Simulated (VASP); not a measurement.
Runs of VASP 6.6.1 on InCu2. The structure is that of space group P6_3/mmc (No. 194), or close to it. The cells are those of the table. 

```tsv
cell	gap on the mesh (eV)	pressure (GPa)
a = 4.294, b = 4.294, c = 5.233 Å, angles 90.0, 90.0, 120.0°, 6 atoms	none	2.3
a = 4.236, b = 4.236, c = 5.162 Å, angles 90.0, 90.0, 120.0°, 6 atoms	none	8.8
a = 4.351, b = 4.351, c = 5.302 Å, angles 90.0, 90.0, 120.0°, 6 atoms	none	(b)
a = 4.379, b = 4.379, c = 5.335 Å, angles 90.0, 90.0, 120.0°, 6 atoms	none	-4.9
a = 4.265, b = 4.265, c = 5.198 Å, angles 90.0, 90.0, 120.0°, 6 atoms	none	5.5
a = 4.207, b = 4.207, c = 5.126 Å, angles 90.0, 90.0, 120.0°, 6 atoms	none	12.7
a = 4.323, b = 4.323, c = 5.267 Å, angles 90.0, 90.0, 120.0°, 6 atoms	none	(a)
```

Alike in all rows: task single point; level LDA; potentials or basis VASP PAW LDA potentials, release 64 (In_d, Cu); no spin polarisation; k mesh 6 × 6 × 5; cutoff (eV) 520; smearing fermi-dirac 0.1 eV.

Question: Estimate the missing entries.

Answer: (a) -0.3; (b) -2.7.

Caveats: spin-orbit coupling is left out, which moves the levels of the heavy elements.

A k mesh can miss the band edges, and the runs leave out spin-orbit coupling on In.

A gap of «none» marks levels without a gap at the run's occupations.
